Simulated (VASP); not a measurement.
Wanted: the native input for a VASP 6.6.1 run.

| Quantity | Value |
| --- | --- |
| Task | single point |
| Functional | RPBE |
| Potentials or basis | VASP PAW PBE potentials, release 64 (Pb_d) |
| Cutoff | 520 eV |
| k mesh | 11 × 11 × 3 |
| Occupations | fermi-dirac, width 0.1 eV |
| Spin | no spin polarisation |
| Dipole correction | no |
| Further INCAR settings | ALGO = Normal; EDIFF = 1e-07; NBANDS = 36 |

The structure of Pb lies in POSCAR:

```
Pb
1.0
    3.5721713206      0.0000000000      0.0000000000
   -1.7860856603      3.0935911103      0.0000000000
    0.0000000000      0.0000000000     11.5408125568
Pb
4
Direct
    1.0000000000      0.0000000000      1.0000000000
    0.0000000000      0.0000000000      0.5000000000
    0.3333333333      0.6666666667      0.2500000000
    0.6666666667      0.3333333333      0.7500000000
```

This isn't the form of Pb at room conditions, which is fcc.

The input as run:

INCAR

```
PREC = Accurate
ENCUT = 520
EDIFF = 1E-7
ISMEAR = -1
SIGMA = 0.1
LREAL = F
LASPH = T
NELM = 60
ALGO = Normal
ISIF = 2
LWAVE = F
LCHARG = F
GGA = RP
NBANDS = 36
```

KPOINTS

```
regular mesh
0
Gamma
  11 11 3
```

Potentials or basis: VASP PAW PBE potentials, release 64 (Pb_d).

Launch:

```sh
$ cat potpaw_PBE.64/Pb_d/POTCAR > POTCAR
$ mpirun -np 1 vasp_std > vasp.out
```

Results of the run:

- Pressure: 1.5 GPa
- Band gap on the k mesh: zero (bands 28 and 29 overlap by 6.63 eV)

Caveat: the PAW data sets were made with another functional, which shifts forces and pressure a little; spin-orbit coupling is left out, which moves the levels of the heavy elements.

Wall time 72 s on 1 thread of AMD EPYC 9R45 96-Core Processor (Zen 5), with other jobs on the host, peak memory 0.26 GiB.
